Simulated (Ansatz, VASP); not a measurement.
## Mn3Si in VASP and in Ansatz

```
CELL_PARAMETERS angstrom
0.00000 2.86100 2.86100
2.86100 0.00000 2.86100
2.86100 2.86100 0.00000
ATOMIC_POSITIONS crystal
Mn 0.50000 0.50000 0.50000
Mn 0.25000 0.25000 0.25000
Mn 0.75000 0.75000 0.75000
Si 0.00000 0.00000 0.00000
```

Alike in both runs: task relaxation of cell and atoms; functional PBEsol; dispersion D3(BJ); k mesh 10 × 10 × 10; collinear spin.

|  | VASP | Ansatz |
| --- | --- | --- |
| version | VASP 6.6.1 | Ansatz 0.2.0 |
| potentials or method | VASP PAW PBE potentials, release 64 (Mn_pv, Si), cutoff 600 eV | plane waves, PAW |
| occupations | methfessel-paxton of order 1, width 0.02 eV | cold, width 0.02 eV |
| valence electrons in the cell | 43 | 49 |

VASP gave:

* net moment per atom (μB): 0.29
* size of the moment on the site where the two differ most (μB): 2.12
* relaxed volume (Å³/atom): 10.51
* relaxed cell length with the largest relative difference (Å): 3.903

Problem. What did Ansatz give for the same quantities?

Solution. net moment per atom (μB): 0.29; size of the moment on the site where the two differ most (μB): 2.02; relaxed volume (Å³/atom): 10.50; relaxed cell length with the largest relative difference (Å): 3.902.

VASP's potentials were made for PBE, not for PBEsol. Site moments also hang on the region over which each program counts them. VASP's potentials hold 43 valence electrons a cell and Ansatz's 49, so a difference there can come from the potentials and not from the codes. Ansatz's warnings: seeded moment not kept, stress scf threshold loose.
